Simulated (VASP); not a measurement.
Wanted: the native input for a VASP 6.6.1 run.

```
Task                   : single point
Functional             : PBE
Potentials or basis    : VASP PAW PBE potentials, release 64 (Ca_sv, Pd)
Cutoff                 : 520 eV
k mesh                 : 12 × 12 × 14
Occupations            : gaussian, width 0.1 eV
Spin                   : no spin polarisation
Dipole correction      : no
Further INCAR settings : ALGO = Fast; EDIFF = 1e-06; NBANDS = 22
```

The structure of Ca2Pd lies in POSCAR:

```
Ca2Pd
1.0
    5.1515845089      0.0000000000      0.0000000000
   -2.5757922545      4.4614030544      0.0000000000
    0.0000000000      0.0000000000      3.2397677821
Ca Pd
2 1
Direct
    0.3333333333      0.6666666667      0.5000000000
    0.6666666667      0.3333333333      0.5000000000
    0.0000000000      0.0000000000      0.0000000000
```

One way to write it, as run:

INCAR

```
SYSTEM = Ca2Pd
PREC = Accurate ; ENCUT = 520
EDIFF = 1E-6 ; ISMEAR = 0
SIGMA = 0.1 ; LREAL = .FALSE.
LASPH = .TRUE. ; NELM = 60
ALGO = Fast ; ISIF = 2
LWAVE = .FALSE. ; LCHARG = .FALSE.
GGA = PE ; NBANDS = 22
```

KPOINTS

```
Automatic mesh
0
G
  12 12 14
  0 0 0
```

Potentials or basis: VASP PAW PBE potentials, release 64 (Ca_sv, Pd).

Command:

```console
$ cat potpaw_PBE.64/Ca_sv/POTCAR potpaw_PBE.64/Pd/POTCAR > POTCAR
$ mpirun -np 1 vasp_std > vasp.out
```

Results of the run:

```yaml
Pressure: 0.0 GPa
Band_gap_on_the_k_mesh: zero (bands 15 and 16 overlap by 2.66 eV)
```

Wall time 12 min on 1 thread of Oxide Virtual Turin-like Processor, with other jobs on the host, peak memory 0.34 GiB.
